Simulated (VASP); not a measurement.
# Au (Fm-3m) in VASP: relaxation of cell and atoms with PBE

Aim: the relaxation of cell and atoms of Au with PBE.

All numbers are computed with VASP 6.6.1; they aren't measurements. Logs are shortened: lines on timing, memory, paths and dates and some standing lists are left out, and cuts for length are marked.

**1. The cell of the first run**

The structure is cubic, space group Fm-3m (No. 225). The conventional cell has a = 3.936 Å, b = 3.936 Å, c = 3.936 Å, α = 90.00°, β = 90.00°, γ = 90.00°. Au (site symmetry m-3m) has 12 Au at 2.78 Å within 3.7 Å.

**2. Relaxation of cell and atoms, PBE**

The input, INCAR:

```
PREC = Accurate
ENCUT = 600
EDIFF = 1E-7
ISMEAR = -1
SIGMA = 0.03
LREAL = F
LASPH = T
NELM = 80
ALGO = Normal
ISIF = 3
LWAVE = F
LCHARG = F
GGA = PE
IBRION = 2
NSW = 100
EDIFFG = -0.005
```

The input, KPOINTS:

```
regular mesh
0
Gamma
  14 14 14
```

The input, POSCAR:

```
Au
1.0
    0.0000000000      1.9678118992      1.9678118992
    1.9678118992      0.0000000000      1.9678118992
    1.9678118992      1.9678118992      0.0000000000
Au
1
Direct
    0.0000000000      0.0000000000      0.0000000000
```

Potentials or basis: VASP PAW PBE potentials, release 64 (Au).

Started as:

```
> cat potpaw_PBE.64/Au/POTCAR > POTCAR
> mpirun -np 1 vasp_std > vasp.out
```

OUTCAR:

```text
PREC = Accurate
   ENCUT = 600
   EDIFF = 1E-7
   ISMEAR = -1
   LREAL = F
   LASPH = T
   NELM = 80
   ISIF = 3
   GGA = PE
   IBRION = 2
   NSW = 100
   EDIFFG = -0.005

 ion  position               nearest neighbor table
   1  0.000  0.000  0.000-

  LATTYP: Found a face centered cubic cell.
 ALAT       =     3.9356237984

  Lattice vectors:

 A1 = (   0.0000000000,   1.9678118992,   1.9678118992)
 A2 = (   1.9678118992,   0.0000000000,   1.9678118992)
 A3 = (   1.9678118992,   1.9678118992,   0.0000000000)

Analysis of symmetry for initial positions (statically):
=====================================================================
 Subroutine PRICEL returns:
 Original cell was already a primitive cell.

 Routine SETGRP: Setting up the symmetry group for a
 face centered cubic supercell.

 Subroutine GETGRP returns: Found 48 space group operations
 (whereof 48 operations were pure point group operations)
 out of a pool of 48 trial point group operations.

The static configuration has the point symmetry O_h .

Analysis of symmetry for dynamics (positions and initial velocities):
=====================================================================
 Subroutine PRICEL returns:
 Original cell was already a primitive cell.

 Routine SETGRP: Setting up the symmetry group for a
 face centered cubic supercell.

 Subroutine GETGRP returns: Found 48 space group operations
 (whereof 48 operations were pure point group operations)
 out of a pool of 48 trial point group operations.

The dynamic configuration has the point symmetry O_h .

 Subroutine INISYM returns: Found 48 space group operations
 (whereof 48 operations are pure point group operations),
 and found     1 'primitive' translations

----------------------------------------------------------------------------------------

                                     Primitive cell

  volume of cell :      15.2399

  direct lattice vectors                    reciprocal lattice vectors
     0.000000000  1.967811899  1.967811899    -0.254089326  0.254089326  0.254089326
     1.967811899  0.000000000  1.967811899     0.254089326 -0.254089326  0.254089326
     1.967811899  1.967811899  0.000000000     0.254089326  0.254089326 -0.254089326

  length of vectors
     2.782906276  2.782906276  2.782906276     0.440095623  0.440095623  0.440095623

  position of ions in fractional coordinates (direct lattice)
     0.000000000  0.000000000  0.000000000

  ion indices of the primitive-cell ions
   primitive index   ion index
                 1           1

[... 30 lines left out ...]
  0.142857  0.000000  0.000000      8.000000
  0.214286  0.000000  0.000000      8.000000
  0.285714  0.000000  0.000000      8.000000
  0.357143  0.000000  0.000000      8.000000
[... 16 lines left out ...]
  0.214286  0.142857  0.000000     24.000000
  0.285714  0.142857  0.000000     24.000000
 [... further k-points ...]
   k-points           NKPTS =    104   k-points in BZ     NKDIM =    104   number of bands    NBANDS=      9
   number of dos      NEDOS =    301   number of ions     NIONS =      1
   total plane-waves  NPLWV =  13824
   dimension x,y,z NGX =    24 NGY =   24 NGZ =   24
   dimension x,y,z NGXF=    48 NGYF=   48 NGZF=   48
   ions per type =               1
   NGX,Y,Z   is equivalent  to a cutoff of  14.34, 14.34, 14.34 a.u.
   NGXF,Y,Z  is equivalent  to a cutoff of  28.67, 28.67, 28.67 a.u.
 SYSTEM =  unknown system
   PREC   = accura    normal or accurate (medium, high low for compatibility)
   ISTART =      0    job   : 0-new  1-cont  2-samecut
   ICHARG =      2    charge: 1-file 2-atom 10-const
   ISPIN  =      1    spin polarized calculation?
   LNONCOLLINEAR =      F non collinear calculations
   LSORBIT =      F    spin-orbit coupling
   LASPH  =      T    aspherical Exc in radial PAW
   ENCUT  =  600.0 eV  44.10 Ry    6.64 a.u.   5.56  5.56  5.56*2*pi/ulx,y,z
   NELM   =     80;   NELMIN=  2; NELMDL= -5     # of ELM steps
   EDIFF  = 0.1E-06   stopping-criterion for ELM
   LREAL  =      F    real-space projection
   EDIFFG = -.5E-02   stopping-criterion for IOM
   NSW    =    100    number of steps for IOM
   IBRION =      2    ionic relax: 0-MD 1-quasi-New 2-CG
   NFREE  =      1    steps in history (QN), initial steepest desc. (CG)
   ISIF   =      3    stress and relaxation
   ISYM   =      2    0-nonsym 1-usesym 2-fastsym
   POTIM  = 0.5000    time-step for ionic-motion
   TEBEG  =    0.0;   TEEND  =   0.0 temperature during run
   PSTRESS=    0.0 pullay stress
   NELECT =      11.0000    total number of electrons
   NUPDOWN=      -1.0000    fix difference up-down
   EMIN   =  10.00;   EMAX   =-10.00  energy-range for DOS
   EFERMI =   0.00;   METHOD = LEGACY
   ISMEAR =    -1;   SIGMA  =   0.03  broadening in eV -4-tet -1-fermi 0-gaus
   EFERMI_NEDOS =   21; number of points for ismear=-14 and -15
   IALGO  =     38    algorithm
   IMIX   =      4    mixing-type and parameters
     AMIX     =   0.40;   BMIX     =  1.00
     AMIX_MAG =   1.60;   BMIX_MAG =  1.00
  volume/ion in A,a.u.               =      15.24       102.84
  Fermi-wavevector in a.u.,A,eV,Ry     =   1.468516  2.775094 29.341515  2.156541
  Thomas-Fermi vector in A             =   2.584005
   LORBIT       =      0    0 simple, 1 ext, 2 COOP (PROOUT), +10 PAW based schemes
   GGA     = PE    functional components
   LHFCALC =     F    Hartree Fock is set to
   AEXX    =    0.0000 exact exchange contribution
   IVDW    =     0    specifies the selected vdW correction
   LEPSILON=     F    determine dielectric tensor
   LRPA    =     F    only Hartree local field effects (RPA)
 conjugate gradient relaxation of ions
 non-spin polarized calculation
  energy-cutoff  :      600.00
  volume of cell :       15.24
 maximum number of plane-waves:       532
 NGX is ok and might be reduce to    24
   NGX = 11   NGY = 11   NGZ = 11

--------------------------------------- Ionic step        1  -------------------------------------------

 number of electron      11.0000000 magnetization

 Free energy of the ion-electron system (eV)
  ---------------------------------------------------
  ext. energy  EPLUGINS =         0.00000000
  ---------------------------------------------------
  free energy    TOTEN  =        -2.95766214 eV

  energy without entropy =       -2.95689975  energy(sigma->0) =       -2.95728095

 E-fermi :  11.5216     XC(G=0): -13.3960

 val. band max:       11.4596369511   @ k =   0.5000   0.2857   0.1429
 cond. band min:      11.5990914137   @ k =   0.5000   0.3571   0.1429
 fundamental gap:      0.1394544626
 Fermi energy:        11.5215676047
[... 724 lines left out ...]
--------------------------------------- Ionic step        5  -------------------------------------------

 number of electron      11.0000002 magnetization

 Free energy of the ion-electron system (eV)
  ---------------------------------------------------
  ext. energy  EPLUGINS =         0.00000000
  ---------------------------------------------------
  free energy    TOTEN  =        -3.21701865 eV

  energy without entropy =       -3.21637683  energy(sigma->0) =       -3.21669774

 E-fermi :   8.5710     XC(G=0): -12.4173

 val. band max:        8.4886729014   @ k =   0.5000   0.0714   0.0000
 cond. band min:       8.6393136701   @ k =   0.5000   0.3571   0.1429
 fundamental gap:      0.1506407687
 Fermi energy:         8.5709987732
[... 316 lines left out ...]
  FREE ENERGIE OF THE ION-ELECTRON SYSTEM (eV)
  ---------------------------------------------------
  free  energy   TOTEN  =        -3.2170186484 eV

  energy  without entropy=       -3.2163768257  energy(sigma->0) =       -3.21669774

 reached required accuracy - stopping structural energy minimisation
```

OSZICAR:

```text
N       E                     dE             d eps       ncg     rms          rms(c)
DAV:   1     0.504536695773E+02    0.50454E+02   -0.65870E+03  1976   0.126E+03
DAV:   2    -0.283143343923E+01   -0.53285E+02   -0.50814E+02  1926   0.223E+02
DAV:   3    -0.321801206592E+01   -0.38658E+00   -0.38624E+00  2135   0.205E+01
[... 44 lines left out ...]
DAV:   2    -0.321716533654E+01    0.39452E-02   -0.13756E-02  1887   0.113E+00    0.146E-01
DAV:   3    -0.321701239144E+01    0.15295E-03   -0.75161E-04  1948   0.250E-01    0.111E-01
DAV:   4    -0.321701853493E+01   -0.61435E-05   -0.29964E-05  2015   0.489E-02    0.497E-03
DAV:   5    -0.321701841442E+01    0.12051E-06   -0.57545E-07  1939   0.779E-03    0.759E-04
DAV:   6    -0.321701864701E+01   -0.23259E-06   -0.38437E-08  1323   0.197E-03    0.194E-04
DAV:   7    -0.321701864839E+01   -0.13753E-08   -0.16834E-09   939   0.413E-04
   5 F= -.32170186E+01 E0= -.32166977E+01  d E =-.259357E+00
```

It took 36 s on 1 thread of Intel Xeon 6975P-C, shared host; peak memory 0.17 GiB.

What came out:

| Item | Value |
| --- | --- |
| Free energy | -3.2170 eV |
| Relaxed volume | 17.92 Å³/atom |
| Relaxed cell | a = 2.938 Å, b = 2.938 Å, c = 2.938 Å, α = 60.00°, β = 60.00°, γ = 60.00° |
| Space group after relaxing (to 0.05 Å) | Fm-3m (No. 225) |
| Energy gained by relaxing | 259.4 meV/atom |
| Ionic steps | 5 |
| Pressure after relaxing | 0.0 GPa |

Step by step:
```tsv
step	energy change (eV)	largest force (eV/Å)	pressure (GPa)	volume (Å³)
1	0.0000	0.0000	37.17	15.24
2	0.2354	0.0000	-16.71	24.44
3	-0.2568	0.0000	-2.41	18.25
4	-0.2591	0.0000	-0.77	18.03
5	-0.2594	0.0000	0.02	17.92
```

Final structure:
```xyz
1
Lattice="0.0000 2.0771 2.0771 2.0771 0.0000 2.0771 2.0771 2.0771 0.0000" Properties=species:S:1:pos:R:3 pbc="T T T"
Au    0.0000    0.0000    0.0000
```

Levels at points of the mesh, in eV from the Fermi level:
| k point | band 4 | band 5 | band 6 | band 7 | band 8 | band 9 |
| --- | --- | --- | --- | --- | --- | --- |
| (0.00, 0.00, 0.00) | -4.35 | -2.96 | -2.96 | 14.66 | 18.37 | 18.37 |
| (0.50, 0.00, 0.00) | -1.87 | -1.87 | -0.64 | 2.89 | 14.10 | 16.83 |
| (0.50, 0.50, 0.00) | -1.57 | -1.57 | 1.25 | 5.46 | 9.95 | 9.95 |

Caveat: the volume moved by over 15 % at a fixed basis, so the end points are rough; spin-orbit coupling is left out, which moves the levels of the heavy elements.
